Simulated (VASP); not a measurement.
# PtPb (P6_3/mmc) in VASP: further runs, part 2 of 2

VASP 6.6.1. Earlier steps stand in the parts before.

## (3) Electric field gradients, LDA (22.19 Å³/atom)

This run uses another cell than the first one, of 22.19 Å³/atom.

File INCAR:

```
SYSTEM = PtPb
ALGO = Normal
EDIFF = 1E-8
ENCUT = 520
GGA = CA
ISIF = 2
ISMEAR = -1
LASPH = .TRUE.
LCHARG = .FALSE.
LEFG = .TRUE.
LREAL = .FALSE.
LWAVE = .FALSE.
NBANDS = 32
NELM = 80
PREC = Accurate
SIGMA = 0.05
```

File KPOINTS:

```
k-points
0
G
  10 10 7
  0 0 0
```

File POSCAR:

```
PtPb
1.0
    4.3059283585      0.0000000000      0.0000000000
   -2.1529641793      3.7290433454      0.0000000000
    0.0000000000      0.0000000000      5.5277977072
Pt Pb
2 2
Direct
    0.3333333333      0.6666666667      0.2500000000
    0.6666666667      0.3333333333      0.7500000000
    0.0000000000      0.0000000000      0.0000000000
    0.0000000000      0.0000000000      0.5000000000
```

Potentials or basis: VASP PAW LDA potentials, release 64 (Pt, Pb_d).

Started as:

```
> cat potpaw_LDA.64/Pt/POTCAR potpaw_LDA.64/Pb_d/POTCAR > POTCAR
> mpirun -np 1 vasp_std > vasp.out
```

OUTCAR:

```text
SYSTEM = PtPb
   EDIFF = 1E-8
   ENCUT = 520
   GGA = CA
   ISIF = 2
   ISMEAR = -1
   LASPH = .TRUE.
   LREAL = .FALSE.
   NELM = 80
   PREC = Accurate

 ion  position               nearest neighbor table
   1  0.333  0.667  0.250-   3 2.84   4 2.84   3 2.84   4 2.84   3 2.84   4 2.84
   2  0.667  0.333  0.750-   3 2.84   4 2.84   3 2.84   4 2.84   3 2.84   4 2.84
   3  0.000  0.000  0.000-   4 2.76   4 2.76   1 2.84   2 2.84   2 2.84   1 2.84   2 2.84   1 2.84

   4  0.000  0.000  0.500-   3 2.76   3 2.76   1 2.84   2 2.84   2 2.84   1 2.84   2 2.84   1 2.84

  LATTYP: Found a hexagonal cell.
 ALAT       =     4.3059283585
 C/A-ratio  =     1.2837644399

  Lattice vectors:

 A1 = (   4.3059283585,   0.0000000000,   0.0000000000)
 A2 = (  -2.1529641793,   3.7290433454,   0.0000000000)
 A3 = (   0.0000000000,   0.0000000000,   5.5277977072)

Analysis of symmetry for initial positions (statically):
=====================================================================
 Subroutine PRICEL returns:
 Original cell was already a primitive cell.

 Routine SETGRP: Setting up the symmetry group for a
 hexagonal supercell.
[... 1043 lines left out ...]
      2.15296      1.24301      4.14585        -0.000000     -0.000000      0.000000
      0.00000      0.00000      0.00000         0.000000      0.000000      0.000000
      0.00000      0.00000      2.76390         0.000000      0.000000      0.000000
 -----------------------------------------------------------------------------------
    total drift:                               -0.000000      0.000000      0.000000

  FREE ENERGIE OF THE ION-ELECTRON SYSTEM (eV)
  ---------------------------------------------------
  free  energy   TOTEN  =       -21.7774617823 eV

  energy  without entropy=      -21.7550571086  energy(sigma->0) =      -21.76625945

 Electric field gradients (V/A^2)
---------------------------------------------------------------------
 ion       V_xx      V_yy      V_zz      V_xy      V_xz      V_yz
---------------------------------------------------------------------
   1     -29.983   -29.983    59.966     0.001    -0.000     0.000
   2     -29.983   -29.983    59.966     0.001     0.000    -0.000
   3      -5.720    -5.719    11.439     0.001    -0.000     0.000
   4      -5.720    -5.719    11.439     0.001     0.000    -0.000
---------------------------------------------------------------------

 Electric field gradients after diagonalization (V/A^2)
 (convention: |V_zz| > |V_xx| > |V_yy|)
----------------------------------------------------------------------
 ion       V_xx      V_yy      V_zz     asymmetry (V_yy - V_xx)/ V_zz
----------------------------------------------------------------------
   1     -29.983   -29.982    59.966       0.000
   2     -29.983   -29.982    59.966       0.000
   3      -5.721    -5.719    11.439       0.000
   4      -5.721    -5.719    11.439       0.000
----------------------------------------------------------------------

           NMR quadrupolar parameters

 Cq : quadrupolar parameter    Cq=e*Q*V_zz/h
 eta: asymmetry parameters     (V_yy - V_xx)/ V_zz
 Q  : nuclear electric quadrupole moment in mb (millibarn)
----------------------------------------------------------------------
 ion       Cq(MHz)       eta       Q (mb)
----------------------------------------------------------------------
   1       0.145       0.000       1.000
   2       0.145       0.000       1.000
   3       0.028       0.000       1.000
   4       0.028       0.000       1.000
----------------------------------------------------------------------
```

It took 4 min on 1 thread of Intel Xeon 8259CL, shared host; peak memory 0.26 GiB.

Results:

| Quantity | Value |
| --- | --- |
| Free energy | -21.7775 eV |
| Pressure | 2.1 GPa |
| Band gap on the k mesh | zero (bands 24 and 25 overlap by 2.66 eV) |
| Largest electric field gradient by atom | Pt +60.0; Pb +11.4 V/Å² |

Electric field gradients, principal values (V/Å²):
| atom | least | middle | greatest (by size) |
| --- | --- | --- | --- |
| 1 Pt | -29.982 | -29.983 | 59.966 |
| 2 Pt | -29.982 | -29.983 | 59.966 |
| 3 Pb | -5.719 | -5.721 | 11.439 |
| 4 Pb | -5.719 | -5.721 | 11.439 |

Caveat: the stress differs along the axes, from -6 to 18 GPa; without QUAD_EFG the Cq values of the log hold for a quadrupole moment of 1 mb, not for the nuclei; spin-orbit coupling is left out, which moves the levels of the heavy elements.

## (4) Electric field gradients, LDA (20.06 Å³/atom)

This run uses another cell than the first one, of 20.06 Å³/atom.

File INCAR:

```
SYSTEM = PtPb
  PREC = Accurate
  ENCUT = 430
  EDIFF = 1E-8
  ISMEAR = -1
  SIGMA = 0.05
  LREAL = .FALSE.
  LASPH = .TRUE.
  NELM = 120
  ALGO = Normal
  ISIF = 2
  LWAVE = .FALSE.
  LCHARG = .FALSE.
  LEFG = .TRUE.
  NBANDS = 40
  GGA_COMPAT = .FALSE.
```

File KPOINTS:

```
regular mesh
0
G
  10 10 7
  0 0 0
```

File POSCAR:

```
PtPb
1.0
    4.1632418248      0.0000000000      0.0000000000
   -2.0816209124      3.6054731824      0.0000000000
    0.0000000000      0.0000000000      5.3446218092
Pt Pb
2 2
Direct
    0.3333333333      0.6666666667      0.2500000000
    0.6666666667      0.3333333333      0.7500000000
    0.0000000000      0.0000000000      0.0000000000
    0.0000000000      0.0000000000      0.5000000000
```

Potentials or basis: VASP PAW LDA potentials, release 64 (Pt_sv_GW, Pb_d).

Started as:

```
> cat potpaw_LDA.64/Pt_sv_GW/POTCAR potpaw_LDA.64/Pb_d/POTCAR > POTCAR
> mpirun -np 1 vasp_std > vasp.out
```

OUTCAR:

```text
SYSTEM = PtPb
   PREC = Accurate
   ENCUT = 430
   EDIFF = 1E-8
   ISMEAR = -1
   LREAL = .FALSE.
   LASPH = .TRUE.
   NELM = 120
   ISIF = 2

 ion  position               nearest neighbor table
   1  0.333  0.667  0.250-   3 2.75   4 2.75   3 2.75   4 2.75   3 2.75   4 2.75
   2  0.667  0.333  0.750-   3 2.75   4 2.75   3 2.75   4 2.75   3 2.75   4 2.75
   3  0.000  0.000  0.000-   4 2.67   4 2.67   1 2.75   2 2.75   2 2.75   1 2.75   2 2.75   1 2.75

   4  0.000  0.000  0.500-   3 2.67   3 2.67   1 2.75   2 2.75   2 2.75   1 2.75   2 2.75   1 2.75

  LATTYP: Found a hexagonal cell.
 ALAT       =     4.1632418248
 C/A-ratio  =     1.2837644399

  Lattice vectors:

 A1 = (   4.1632418248,   0.0000000000,   0.0000000000)
 A2 = (  -2.0816209124,   3.6054731824,   0.0000000000)
 A3 = (   0.0000000000,   0.0000000000,   5.3446218092)

Analysis of symmetry for initial positions (statically):
=====================================================================
 Subroutine PRICEL returns:
 Original cell was already a primitive cell.

 Routine SETGRP: Setting up the symmetry group for a
 hexagonal supercell.

 Subroutine GETGRP returns: Found 24 space group operations
 (whereof 12 operations were pure point group operations)
 out of a pool of 24 trial point group operations.

The static configuration has the point symmetry D_3d.
 The point group associated with its full space group is D_6h.

Analysis of symmetry for dynamics (positions and initial velocities):
=====================================================================
 Subroutine PRICEL returns:
 Original cell was already a primitive cell.

 Routine SETGRP: Setting up the symmetry group for a
 hexagonal supercell.

 Subroutine GETGRP returns: Found 24 space group operations
 (whereof 12 operations were pure point group operations)
 out of a pool of 24 trial point group operations.

The dynamic configuration has the point symmetry D_3d.
 The point group associated with its full space group is D_6h.

 Subroutine INISYM returns: Found 24 space group operations
 (whereof 12 operations are pure point group operations),
 and found     1 'primitive' translations

----------------------------------------------------------------------------------------

                                     Primitive cell

  volume of cell :      80.2252

  direct lattice vectors                    reciprocal lattice vectors
     4.163241825  0.000000000  0.000000000     0.240197433  0.138678053  0.000000000
    -2.081620912  3.605473182  0.000000000     0.000000000  0.277356105  0.000000000
     0.000000000  0.000000000  5.344621809     0.000000000  0.000000000  0.187103978

  length of vectors
     4.163241825  4.163241825  5.344621809     0.277356105  0.277356105  0.187103978

  position of ions in fractional coordinates (direct lattice)
     0.333333333  0.666666667  0.250000000
     0.666666667  0.333333333  0.750000000
     0.000000000  0.000000000  0.000000000
     0.000000000  0.000000000  0.500000000

  ion indices of the primitive-cell ions
   primitive index   ion index
                 1           1
[... 84 lines left out ...]
   TEBEG  =    0.0;   TEEND  =   0.0 temperature during run
   PSTRESS=    0.0 pullay stress
   NELECT =      64.0000    total number of electrons
   NUPDOWN=      -1.0000    fix difference up-down
   EMIN   =  10.00;   EMAX   =-10.00  energy-range for DOS
   EFERMI =   0.00;   METHOD = LEGACY
   ISMEAR =    -1;   SIGMA  =   0.05  broadening in eV -4-tet -1-fermi 0-gaus
   EFERMI_NEDOS =   21; number of points for ismear=-14 and -15
   IALGO  =     38    algorithm
   IMIX   =      4    mixing-type and parameters
     AMIX     =   0.40;   BMIX     =  1.00
     AMIX_MAG =   1.60;   BMIX_MAG =  1.00
  volume/ion in A,a.u.               =      20.06       135.35
  Fermi-wavevector in a.u.,A,eV,Ry     =   1.518324  2.869217 31.365626  2.305309
  Thomas-Fermi vector in A             =   2.627460
   LORBIT       =      0    0 simple, 1 ext, 2 COOP (PROOUT), +10 PAW based schemes
   GGA     = CA    functional components
   LHFCALC =     F    Hartree Fock is set to
   AEXX    =    0.0000 exact exchange contribution
   IVDW    =     0    specifies the selected vdW correction
   LEPSILON=     F    determine dielectric tensor
   LRPA    =     F    only Hartree local field effects (RPA)
 non-spin polarized calculation
  energy-cutoff  :      430.00
  volume of cell :       80.23
 maximum number of plane-waves:      1641
   NGX = 15   NGY = 15   NGZ = 19

 number of electron      63.9999983 magnetization

 Free energy of the ion-electron system (eV)
  ---------------------------------------------------
  ext. energy  EPLUGINS =         0.00000000
  ---------------------------------------------------
  free energy    TOTEN  =       -20.92165880 eV

  energy without entropy =      -20.90334948  energy(sigma->0) =      -20.91250414

 E-fermi :   9.4963     XC(G=0): -12.3968

 val. band max:        9.4931614619   @ k =   0.4000   0.1000   0.1429
 cond. band min:       9.5035182429   @ k =   0.1000   0.0000   0.2857
 fundamental gap:      0.0103567810
 Fermi energy:         9.4962899346

 k-point     1 :       0.0000    0.0000    0.0000
  band No.  band energies     occupation
      1     -88.2289      2.00000
      2     -88.2283      2.00000
      3     -42.8225      2.00000
      4     -42.8225      2.00000
      5     -42.8155      2.00000
      6     -42.8155      2.00000
[... 1021 lines left out ...]
     39      17.1546      0.00000
     40      19.6448      0.00000

 [... further k-points ...]
[... 5 lines left out ...]
  --------------------------------------------------------------------------------------
  -------------------------------------------------------------------------------------
  Total        2.4566699      2.4566699     17.6875246     -0.0000000     -0.0000000      0.0000000
  in kB       49.0621420     49.0621420    353.2374586     -0.0000000     -0.0000000      0.0000000
  external PRESSURE =     150.4539142 kB  Pullay stress =       0.0000000 kB

 VOLUME and BASIS-vectors are now :
 -----------------------------------------------------------------------------
  energy-cutoff  :      430.00
  volume of cell :       80.23
      direct lattice vectors                 reciprocal lattice vectors
     4.163241825  0.000000000  0.000000000     0.240197433  0.138678053  0.000000000
    -2.081620912  3.605473182  0.000000000     0.000000000  0.277356105  0.000000000
     0.000000000  0.000000000  5.344621809     0.000000000  0.000000000  0.187103978

 POSITION                                       TOTAL-FORCE (eV/Angst)
 -----------------------------------------------------------------------------------
     -0.00000      2.40365      1.33616         0.000000     -0.000000      0.000000
      2.08162      1.20182      4.00847        -0.000000      0.000000      0.000000
      0.00000      0.00000      0.00000        -0.000000     -0.000000      0.000000
      0.00000      0.00000      2.67231        -0.000000     -0.000000      0.000000
 -----------------------------------------------------------------------------------
    total drift:                                0.000000     -0.000000      0.000000

  FREE ENERGIE OF THE ION-ELECTRON SYSTEM (eV)
  ---------------------------------------------------
  free  energy   TOTEN  =       -20.9216588019 eV

  energy  without entropy=      -20.9033494817  energy(sigma->0) =      -20.91250414

 Electric field gradients (V/A^2)
---------------------------------------------------------------------
 ion       V_xx      V_yy      V_zz      V_xy      V_xz      V_yz
---------------------------------------------------------------------
   1     -19.392   -19.392    38.784    -0.000    -0.000     0.000
   2     -19.392   -19.392    38.784    -0.000     0.000    -0.000
   3      -3.250    -3.248     6.499     0.002    -0.000     0.000
   4      -3.250    -3.248     6.499     0.002     0.000    -0.000
---------------------------------------------------------------------

 Electric field gradients after diagonalization (V/A^2)
 (convention: |V_zz| > |V_xx| > |V_yy|)
----------------------------------------------------------------------
 ion       V_xx      V_yy      V_zz     asymmetry (V_yy - V_xx)/ V_zz
----------------------------------------------------------------------
   1     -19.392   -19.392    38.784       0.000
   2     -19.392   -19.392    38.784       0.000
   3      -3.252    -3.247     6.499       0.001
   4      -3.252    -3.247     6.499       0.001
----------------------------------------------------------------------

           NMR quadrupolar parameters

 Cq : quadrupolar parameter    Cq=e*Q*V_zz/h
 eta: asymmetry parameters     (V_yy - V_xx)/ V_zz
 Q  : nuclear electric quadrupole moment in mb (millibarn)
----------------------------------------------------------------------
 ion       Cq(MHz)       eta       Q (mb)
----------------------------------------------------------------------
   1       0.094       0.000       1.000
   2       0.094       0.000       1.000
   3       0.016       0.001       1.000
   4       0.016       0.001       1.000
----------------------------------------------------------------------
```

stdout:

```text
POSCAR found type information on POSCAR PtPb
 POSCAR found :  2 types and       4 ions
 scaLAPACK will be used
 LDA part: xc-table for (Slater(with rela. corr.)+CA(PZ))
 , standard interpolation
 POSCAR, INCAR and KPOINTS ok, starting setup
 FFT: planning ... GRIDC
 FFT: planning ... GRID_SOFT
 FFT: planning ... GRID
 WAVECAR not read
 entering main loop
ion   1

ion   2

ion   3

ion   4
```

It took 2.1 min on 1 thread of AMD EPYC 7R43 (Zen 3), shared host; peak memory 0.21 GiB.

Results:

- Free energy: -20.9217 eV
- Pressure: 15.0 GPa
- Band gap on the k mesh: zero (bands 32 and 33 overlap by 3.21 eV)
- Largest electric field gradient by atom: Pt +38.8; Pb +6.5 V/Å²

Electric field gradients, principal values (V/Å²):
| atom | least | middle | greatest (by size) |
| --- | --- | --- | --- |
| 1 Pt | -19.392 | -19.392 | 38.784 |
| 2 Pt | -19.392 | -19.392 | 38.784 |
| 3 Pb | -3.247 | -3.252 | 6.499 |
| 4 Pb | -3.247 | -3.252 | 6.499 |

Caveat: the stress differs along the axes, from 5 to 35 GPa; without QUAD_EFG the Cq values of the log hold for a quadrupole moment of 1 mb, not for the nuclei; spin-orbit coupling is left out, which moves the levels of the heavy elements.

## (5) Overview

```csv
potentials or basis,cell,cutoff (eV),gap on the mesh (eV),pressure (GPa)
"VASP PAW LDA potentials, release 64 (Pt_sv_GW, Pb_d)","a = 4.278, b = 4.278, c = 5.492 Å, angles 90.0, 90.0, 120.0°, 4 atoms",430,none,2.9
"VASP PAW LDA potentials, release 64 (Pt, Pb_d)","a = 4.306, b = 4.306, c = 5.528 Å, angles 90.0, 90.0, 120.0°, 4 atoms",520,none,2.1
"VASP PAW LDA potentials, release 64 (Pt_sv_GW, Pb_d)","a = 4.163, b = 4.163, c = 5.345 Å, angles 90.0, 90.0, 120.0°, 4 atoms",430,none,15.0
```

Alike in all rows: task electric field gradients; level LDA; no spin polarisation; k mesh 10 × 10 × 7; smearing fermi-dirac 0.05 eV.

Caveats: spin-orbit coupling is left out, which moves the levels of the heavy elements; the stress differs along the axes, from -5 to 20 GPa (at least some runs); the stress differs along the axes, from -6 to 18 GPa (at least some runs); the stress differs along the axes, from 5 to 35 GPa (at least some runs).

Absolute energies hang on the potentials; compare differences alone.
